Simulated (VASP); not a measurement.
SrO, 2 atoms in the cell. Symmetry: I4/mmm, No. 139, tetragonal system. Conventional cell: a = 3.453 Å, b = 3.453 Å, c = 5.268 Å, α = 90.00°, β = 90.00°, γ = 90.00°. Within 3.2 Å of Sr (site symmetry 4/mmm) lie 6 O at 2.44 to 2.63 Å. Within 3.2 Å of O (site symmetry 4/mmm) lie 6 Sr at 2.44 to 2.63 Å.  This cell differs from its parent crystal: strain -0.050 along x and y, +0.025 along z.

```yaml
Program: VASP 6.6.1
Task: single point
Functional: r2SCAN
Potentials_or_basis: VASP PAW PBE potentials, release 64 (Sr_sv, O)
Cutoff: 520 eV
k_mesh: 8 × 8 × 8
Occupations: gaussian, width 0.05 eV
Spin: no spin polarisation
Dipole_correction: no
Further_INCAR_settings: ALGO = Normal; EDIFF = 1e-06; NBANDS = 15
```

Potentials or basis: VASP PAW PBE potentials, release 64 (Sr_sv, O).

The run is started by

```sh
$ cat potpaw_PBE.64/Sr_sv/POTCAR potpaw_PBE.64/O/POTCAR > POTCAR
$ cp INCAR.step1 INCAR
$ mpirun -np 1 vasp_std > vasp.out
$ cp INCAR.step2 INCAR
$ mpirun -np 1 vasp_std > vasp.out
```

Hardware: 1 thread of AMD EPYC 7R13 (shared host).

**Question.** How long does it take, and how much memory?

**Answer.** Run time: 4.7 min on 1 thread of AMD EPYC 7R13, on a shared host, peak memory 0.15 GiB. Counts: k points 59.
